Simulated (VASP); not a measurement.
Here is a VASP 6.6.1 calculation.

INCAR

```
SYSTEM = SbPt
  PREC = Accurate
  ENCUT = 520
  EDIFF = 1E-6
  ISMEAR = 0
  SIGMA = 0.1
  LREAL = .False.
  LASPH = .True.
  NELM = 60
  ALGO = Normal
  ISIF = 2
  LWAVE = .False.
  LCHARG = .True.
  GGA = CA
  LELF = .True.
  LVHAR = .True.
  NBANDS = 23
```

File KPOINTS:

```
Automatic mesh
0
Gamma
  12 12 8
  0 0 0
```

Contents of POSCAR:

```
SbPt
1.0
    4.2274972480      0.0000000000      0.0000000000
   -2.1137486240      3.6611200112      0.0000000000
    0.0000000000      0.0000000000      5.5473144763
Sb Pt
2 2
Direct
    0.3333333333      0.6666666667      0.2500000000
    0.6666666667      0.3333333333      0.7500000000
    0.0000000000      0.0000000000      0.0000000000
    0.0000000000      0.0000000000      0.5000000000
```

Potentials or basis: VASP PAW LDA potentials, release 64 (Sb, Pt).

Command:

```bash
$ cat potpaw_LDA.64/Sb/POTCAR potpaw_LDA.64/Pt/POTCAR > POTCAR
$ mpirun -np 1 vasp_std > vasp.out
```

Problem. Predict the band gap on the k mesh.

Solution. Zero (band 15 reaches 11.32 eV, above the bottom of band 16 at 7.50 eV).

Problem. Predict the pressure.

Solution. -7.7 GPa.

Stress tensor (GPa, compression positive):
```
-7.39  0.00  0.00
 0.00 -7.39  0.00
 0.00  0.00 -8.33
```

Caveat: spin-orbit coupling is left out, which moves the levels of the heavy elements.
